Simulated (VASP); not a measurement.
Crystal: Cu.

```
Cu
1.0
     1.43500    1.43500    1.43500
    -1.43500    1.43500    1.43500
    -1.43500   -1.43500    1.43500
Cu
1
Direct
  0.00000 0.00000 0.00000
```

* Program: VASP 6.6.1
* Task: relaxation of cell and atoms
* Functional: PBEsol
* Potentials or basis: VASP PAW PBE potentials, release 64 (Cu)
* Cutoff: 600 eV
* k mesh: 21 × 21 × 21
* Occupations: fermi-dirac, width 0.05 eV
* Spin: no spin polarisation

At the start: pressure -5.2 GPa; volume 11.82 Å³/atom.

Q: How do energy, volume and symmetry change on relaxing?

A: Over 3 steps the energy falls by 6.8 meV/atom and the volume is 11.41 Å³/atom (-3.4 %); space group Im-3m (No. 229, to 0.05 Å).

The path:
```
step  energy change (eV)  largest force (eV/Å)  pressure (GPa)  volume (Å³)
   1              0.0000                0.0000           -5.17        11.82
   2             -0.0042                0.0000            3.58        11.18
   3             -0.0068                0.0000           -0.02        11.41
```

Final structure:
```
CELL_PARAMETERS angstrom
1.41840 1.41840 1.41840
-1.41840 1.41840 1.41840
-1.41840 -1.41840 1.41840
ATOMIC_POSITIONS crystal
Cu 0.00000 0.00000 0.00000
```

Caveat: the PAW data sets were made with another functional, which shifts forces and pressure a little.
